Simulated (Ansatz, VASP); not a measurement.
**One calculation of CaO, two programs**

File POSCAR:

```
CaO
1.0
    0.0000000000      2.6067317416      2.6067317416
    2.6067317416      0.0000000000      2.6067317416
    2.6067317416      2.6067317416      0.0000000000
Ca O
1 1
Direct
    0.0000000000      0.0000000000      0.0000000000
    0.2500000000      0.2500000000      0.2500000000
```

INCAR.step1

```
SYSTEM = CaO
ALGO = Normal ; EDIFF = 1E-4
ENCUT = 520 ; GGA = PE
ISMEAR = 0 ; LASPH = .True.
LCHARG = .False. ; LREAL = .False.
LWAVE = .True. ; NBANDS = 15
NELM = 60 ; PREC = Accurate
SIGMA = 0.01
```

The input INCAR.step2:

```
SYSTEM = CaO
ALGO = Normal ; EDIFF = 1E-7
ENCUT = 520 ; ISIF = 2
ISMEAR = 0 ; ISTART = 1
LASPH = .True. ; LCHARG = .False.
LMIXTAU = .True. ; LREAL = .False.
LWAVE = .False. ; METAGGA = R2SCAN
NBANDS = 15 ; NELM = 60
PREC = Accurate ; SIGMA = 0.01
```

KPOINTS

```
k-points
0
Gamma
  8 8 8
  0 0 0
```

Input for Ansatz:

```yaml
crystal:
  lattice:
    - [0.0, 2.6067317416, 2.6067317416]
    - [2.6067317416, 0.0, 2.6067317416]
    - [2.6067317416, 2.6067317416, 0.0]
  atoms:
    - { symbol: Ca, position: [0.0, 0.0, 0.0] }
    - { symbol: O, position: [0.25, 0.25, 0.25] }
kpoints:
  mp_grid: { grid: [8, 8, 8] }
  band_path:
    path:
      - [0.0, 0.0, 0.0]
      - [-0.5, -0.5, 0.0]
      - [-0.375, -0.375, 0.25]
      - [-0.375, 0.0, 0.375]
      - [0.0, 0.0, 0.5]
      - [-0.5, -0.25, 0.25]
      - [0.25, -0.5, -0.25]
    npoints: 1
hamiltonian:
  xc: r2scan
scf:
  occupations: { method: fixed }
  n_extra_bands: 4
output:
  forces: true
  stress: true
  eigenvalues: true
```

Alike in both runs: task single point; functional r2SCAN; k mesh 8 × 8 × 8; no spin polarisation.

|  | VASP | Ansatz |
| --- | --- | --- |
| version | VASP 6.6.1 | Ansatz 0.2.0 |
| potentials or method | VASP PAW PBE potentials, release 64 (Ca_sv, O) | plane waves, PAW |
| plane-wave cutoff (eV) | 520 | 500 |
| occupations | gaussian, width 0.01 eV | fixed |
| valence electrons in the cell | 16 | 16 |

|  | VASP | Ansatz | Ansatz less VASP |
| --- | --- | --- | --- |
| gap on the k mesh at the Fermi level (eV) | 3.73 | 3.76 | +0.026 |
| pressure (GPa) | 0.9 | 0.0 | -0.93 |

VASP's potentials were made for PBE, not for r2SCAN.
